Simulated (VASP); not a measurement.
# Al (Fd-3m) in VASP: a series of runs, part 2 of 2

VASP 6.6.1. Earlier steps stand in the parts before.

### 4 Single point, RPBE

This run uses another cell than the first one, of 28.34 Å³/atom, 0.893 times its volume.

INCAR reads:

```
PREC = Accurate
ENCUT = 520
EDIFF = 1E-6
ISMEAR = -1
SIGMA = 0.1
LREAL = F
LASPH = T
NELM = 60
ALGO = Normal
ISIF = 2
LWAVE = F
LCHARG = F
GGA = RP
NBANDS = 10
```

KPOINTS reads:

```
Automatic mesh
0
Gamma
  15 15 15
```

POSCAR reads:

```
Al
1.0
    0.0000000000      3.0487392467      3.0487392467
    3.0487392467      0.0000000000      3.0487392467
    3.0487392467      3.0487392467      0.0000000000
Al
2
Direct
    0.1250000000      0.1250000000      0.1250000000
    0.8750000000      0.8750000000      0.8750000000
```

Potentials or basis: VASP PAW PBE potentials, release 64 (Al).

Launch:

```sh
$ cat potpaw_PBE.64/Al/POTCAR > POTCAR
$ mpirun -np 1 vasp_std > vasp.out
```

OUTCAR:

```text
PREC = Accurate
   ENCUT = 520
   EDIFF = 1E-6
   ISMEAR = -1
   LREAL = F
   LASPH = T
   NELM = 60
   ISIF = 2
   GGA = RP

 ion  position               nearest neighbor table
   1  0.125  0.125  0.125-   2 2.64   2 2.64   2 2.64   2 2.64
   2  0.875  0.875  0.875-   1 2.64   1 2.64   1 2.64   1 2.64

  LATTYP: Found a face centered cubic cell.
 ALAT       =     6.0974784934

  Lattice vectors:

 A1 = (   0.0000000000,   3.0487392467,   3.0487392467)
 A2 = (   3.0487392467,   0.0000000000,   3.0487392467)
 A3 = (   3.0487392467,   3.0487392467,   0.0000000000)

Analysis of symmetry for initial positions (statically):
=====================================================================
 Subroutine PRICEL returns:
 Original cell was already a primitive cell.

 Routine SETGRP: Setting up the symmetry group for a
 face centered cubic supercell.

 Subroutine GETGRP returns: Found 48 space group operations
 (whereof 12 operations were pure point group operations)
 out of a pool of 48 trial point group operations.

The static configuration has the point symmetry D_3d.
 The point group associated with its full space group is O_h .

Analysis of symmetry for dynamics (positions and initial velocities):
=====================================================================
 Subroutine PRICEL returns:
 Original cell was already a primitive cell.

 Routine SETGRP: Setting up the symmetry group for a
 face centered cubic supercell.

 Subroutine GETGRP returns: Found 48 space group operations
 (whereof 12 operations were pure point group operations)
 out of a pool of 48 trial point group operations.

The dynamic configuration has the point symmetry D_3d.
 The point group associated with its full space group is O_h .

 Subroutine INISYM returns: Found 48 space group operations
 (whereof 12 operations are pure point group operations),
 and found     1 'primitive' translations

----------------------------------------------------------------------------------------

                                     Primitive cell

  volume of cell :      56.6749

  direct lattice vectors                    reciprocal lattice vectors
     0.000000000  3.048739247  3.048739247    -0.164002218  0.164002218  0.164002218
     3.048739247  0.000000000  3.048739247     0.164002218 -0.164002218  0.164002218
     3.048739247  3.048739247  0.000000000     0.164002218  0.164002218 -0.164002218

  length of vectors
     4.311568391  4.311568391  4.311568391     0.284060175  0.284060175  0.284060175

  position of ions in fractional coordinates (direct lattice)
     0.125000000  0.125000000  0.125000000
     0.875000000  0.875000000  0.875000000

  ion indices of the primitive-cell ions
   primitive index   ion index
                 1           1
                 2           2

----------------------------------------------------------------------------------------

 KPOINTS: Automatic mesh

Automatic generation of k-mesh.
 Grid dimensions read from file:
 generate k-points for:   15   15   15

 Generating k-lattice:

  Cartesian coordinates                     Fractional coordinates (reciprocal lattice)
    -0.010933481  0.010933481  0.010933481     0.066666667  0.000000000  0.000000000
     0.010933481 -0.010933481  0.010933481     0.000000000  0.066666667  0.000000000
     0.010933481  0.010933481 -0.010933481     0.000000000  0.000000000  0.066666667

  Length of vectors
     0.018937345  0.018937345  0.018937345

  Shift w.r.t. Gamma in fractional coordinates (k-lattice)
     0.000000000  0.000000000  0.000000000

 Subroutine IBZKPT returns following result:
 ===========================================

 Found    120 irreducible k-points:

 Following reciprocal coordinates:
            Coordinates               Weight
  0.000000  0.000000  0.000000      1.000000
  0.066667  0.000000  0.000000      8.000000
  0.133333  0.000000  0.000000      8.000000
  0.200000  0.000000  0.000000      8.000000
  0.266667  0.000000  0.000000      8.000000
  0.333333  0.000000  0.000000      8.000000
[... 16 lines left out ...]
  0.133333  0.133333  0.000000      6.000000
  0.200000  0.133333  0.000000     24.000000
 [... further k-points ...]
   k-points           NKPTS =    120   k-points in BZ     NKDIM =    120   number of bands    NBANDS=     10
   number of dos      NEDOS =    301   number of ions     NIONS =      2
   total plane-waves  NPLWV =  32768
   dimension x,y,z NGX =    32 NGY =   32 NGZ =   32
   dimension x,y,z NGXF=    64 NGYF=   64 NGZF=   64
   ions per type =               2
   NGX,Y,Z   is equivalent  to a cutoff of  12.34, 12.34, 12.34 a.u.
   NGXF,Y,Z  is equivalent  to a cutoff of  24.68, 24.68, 24.68 a.u.
 SYSTEM =  unknown system
   PREC   = accura    normal or accurate (medium, high low for compatibility)
   ISTART =      0    job   : 0-new  1-cont  2-samecut
   ICHARG =      2    charge: 1-file 2-atom 10-const
   ISPIN  =      1    spin polarized calculation?
   LNONCOLLINEAR =      F non collinear calculations
   LSORBIT =      F    spin-orbit coupling
   LASPH  =      T    aspherical Exc in radial PAW
   ENCUT  =  520.0 eV  38.22 Ry    6.18 a.u.   8.02  8.02  8.02*2*pi/ulx,y,z
   NELM   =     60;   NELMIN=  2; NELMDL= -5     # of ELM steps
   EDIFF  = 0.1E-05   stopping-criterion for ELM
   LREAL  =      F    real-space projection
   EDIFFG = 0.1E-04   stopping-criterion for IOM
   NSW    =      0    number of steps for IOM
   IBRION =     -1    ionic relax: 0-MD 1-quasi-New 2-CG
   NFREE  =      0    steps in history (QN), initial steepest desc. (CG)
   ISIF   =      2    stress and relaxation
   ISYM   =      2    0-nonsym 1-usesym 2-fastsym
   POTIM  = 0.5000    time-step for ionic-motion
   TEBEG  =    0.0;   TEEND  =   0.0 temperature during run
   PSTRESS=    0.0 pullay stress
   NELECT =       6.0000    total number of electrons
   NUPDOWN=      -1.0000    fix difference up-down
   EMIN   =  10.00;   EMAX   =-10.00  energy-range for DOS
   EFERMI =   0.00;   METHOD = LEGACY
   ISMEAR =    -1;   SIGMA  =   0.10  broadening in eV -4-tet -1-fermi 0-gaus
   EFERMI_NEDOS =   21; number of points for ismear=-14 and -15
   IALGO  =     38    algorithm
   IMIX   =      4    mixing-type and parameters
     AMIX     =   0.40;   BMIX     =  1.00
     AMIX_MAG =   1.60;   BMIX_MAG =  1.00
  volume/ion in A,a.u.               =      28.34       191.23
  Fermi-wavevector in a.u.,A,eV,Ry     =   0.774453  1.463504  8.160464  0.599777
  Thomas-Fermi vector in A             =   1.876512
   LORBIT       =      0    0 simple, 1 ext, 2 COOP (PROOUT), +10 PAW based schemes
   GGA     = RP    functional components
   LHFCALC =     F    Hartree Fock is set to
   AEXX    =    0.0000 exact exchange contribution
   IVDW    =     0    specifies the selected vdW correction
   LEPSILON=     F    determine dielectric tensor
   LRPA    =     F    only Hartree local field effects (RPA)
 non-spin polarized calculation
  energy-cutoff  :      520.00
  volume of cell :       56.67
 maximum number of plane-waves:      1548
   NGX = 17   NGY = 17   NGZ = 17

 number of electron       6.0000000 magnetization

 Free energy of the ion-electron system (eV)
  ---------------------------------------------------
  ext. energy  EPLUGINS =         0.00000000
  ---------------------------------------------------
  free energy    TOTEN  =        -5.58614586 eV

  energy without entropy =       -5.53288620  energy(sigma->0) =       -5.55951603

 E-fermi :   2.7032     XC(G=0):  -7.9731

 val. band max:        2.7004770674   @ k =   0.3333   0.2667   0.0000
 cond. band min:       2.7355466048   @ k =   0.3333   0.2667   0.0667
 fundamental gap:      0.0350695374
 Fermi energy:         2.7031623636

 k-point     1 :       0.0000    0.0000    0.0000
  band No.  band energies     occupation
      1      -5.0306      2.00000
      2       4.7536      0.00000
      3       4.7536      0.00000
      4       4.7536      0.00000
      5       6.6010      0.00000
      6       6.6010      0.00000
      7       6.6010      0.00000
      8       7.7439      0.00000
      9      10.4808      0.00000
     10      10.4887      0.00000
[... 287 lines left out ...]
 k-point    24 :       0.2000    0.1333    0.0000
  band No.  band energies     occupation
      1      -4.6014      2.00000
      2       2.8411      0.40233
      3       3.7159      0.00008
      4       3.8047      0.00003
      5       5.9991      0.00000
      6       7.8081      0.00000
      7       8.0968      0.00000
      8       8.1419      0.00000
      9      10.1712      0.00000
     10      10.8149      0.00000

 [... further k-points ...]
[... 5 lines left out ...]
  --------------------------------------------------------------------------------------
  -------------------------------------------------------------------------------------
  Total       -0.0136801     -0.0136801     -0.0136801      0.0000000     -0.0000000      0.0000000
  in kB       -0.3867305     -0.3867305     -0.3867305      0.0000000     -0.0000000      0.0000000
  external PRESSURE =      -0.3867305 kB  Pullay stress =       0.0000000 kB

 VOLUME and BASIS-vectors are now :
 -----------------------------------------------------------------------------
  energy-cutoff  :      520.00
  volume of cell :       56.67
      direct lattice vectors                 reciprocal lattice vectors
     0.000000000  3.048739247  3.048739247    -0.164002218  0.164002218  0.164002218
     3.048739247  0.000000000  3.048739247     0.164002218 -0.164002218  0.164002218
     3.048739247  3.048739247  0.000000000     0.164002218  0.164002218 -0.164002218

 POSITION                                       TOTAL-FORCE (eV/Angst)
 -----------------------------------------------------------------------------------
      0.76218      0.76218      0.76218         0.000000      0.000000     -0.000000
      5.33529      5.33529      5.33529        -0.000000     -0.000000      0.000000
 -----------------------------------------------------------------------------------
    total drift:                                0.000000      0.000000     -0.000000

  FREE ENERGIE OF THE ION-ELECTRON SYSTEM (eV)
  ---------------------------------------------------
  free  energy   TOTEN  =        -5.5861458599 eV

  energy  without entropy=       -5.5328862045  energy(sigma->0) =       -5.55951603
```

OSZICAR:

```text
N       E                     dE             d eps       ncg     rms          rms(c)
DAV:   1     0.878443619631E+00    0.87844E+00   -0.19477E+03  2400   0.435E+02
DAV:   2    -0.539639292220E+01   -0.62748E+01   -0.60239E+01  3200   0.446E+01
DAV:   3    -0.556020034554E+01   -0.16381E+00   -0.16246E+00  3062   0.643E+00
DAV:   4    -0.556189670805E+01   -0.16964E-02   -0.16961E-02  2866   0.745E-01
DAV:   5    -0.556193416017E+01   -0.37452E-04   -0.37452E-04  2918   0.109E-01    0.220E+00
DAV:   6    -0.557688603371E+01   -0.14952E-01   -0.22455E-03  2778   0.290E-01    0.137E+00
DAV:   7    -0.558590219941E+01   -0.90162E-02   -0.64256E-03  2616   0.504E-01    0.153E-01
DAV:   8    -0.558611874942E+01   -0.21655E-03   -0.34004E-04  2790   0.924E-02    0.466E-02
DAV:   9    -0.558614270228E+01   -0.23953E-04   -0.28991E-05  2908   0.297E-02    0.972E-03
DAV:  10    -0.558614554162E+01   -0.28393E-05   -0.75231E-06  2652   0.142E-02    0.584E-03
DAV:  11    -0.558614585989E+01   -0.31826E-06   -0.15326E-07  1484   0.237E-03
   1 F= -.55861459E+01 E0= -.55595160E+01  d E =-.532597E-01
```

stdout:

```text
POSCAR found type information on POSCAR Al
 POSCAR found :  1 types and       2 ions
 scaLAPACK will be used
 -----------------------------------------------------------------------------
|                                                                             |
|                                                                             |
|     You enforced a specific xc type in the INCAR file but a different       |
|     I HOPE YOU KNOW WHAT YOU ARE DOING!                                     |
|                                                                             |
 -----------------------------------------------------------------------------

 LDA part: xc-table for (Slater+PW92), standard interpolation
 POSCAR, INCAR and KPOINTS ok, starting setup
 FFT: planning ... GRIDC
 FFT: planning ... GRID_SOFT
 FFT: planning ... GRID
 WAVECAR not read
 entering main loop
```

It took 88 s on 1 thread of AMD EPYC 7R13, shared host; peak memory 0.17 GiB.

What came out:

* Free energy: -5.5861 eV
* Pressure: 0.0 GPa
* Band gap on the k mesh: zero (band 3 reaches 4.75 eV, above the bottom of band 4 at 1.61 eV)

Levels at points of the mesh, in eV from the Fermi level:
```
           k point  band 1  band 2  band 3  band 4  band 5  band 6
(0.00, 0.00, 0.00)   -7.73    2.05    2.05    2.05    3.90    3.90
```

Caveat: the PAW data sets were made with another functional, which shifts forces and pressure a little.

### 5 Summary

| task | cell | k mesh | cutoff (eV) | gap on the mesh (eV) | pressure (GPa) |
| --- | --- | --- | --- | --- | --- |
| single point | a = 4.478 Å, angles 60.0°, 2 atoms | 10 × 10 × 10 | 520 | none | -3.2 |
| relaxation of cell and atoms | relaxed from a = 3.987 Å, angles 60.0°, 2 atoms | 10 × 10 × 10 | 600 | none | 0.0 |
| single point | a = 4.312 Å, angles 60.0°, 2 atoms | 15 × 15 × 15 | 520 | none | 0.0 |

Alike in all rows: level RPBE; potentials or basis VASP PAW PBE potentials, release 64 (Al); no spin polarisation; smearing fermi-dirac 0.1 eV.

Caveats: the PAW data sets were made with another functional, which shifts forces and pressure a little; the volume moved by over 15 % at a fixed basis, so the end points are rough (some runs).

Total energies depend on the potentials used, so only differences within one code and one set of settings carry meaning.
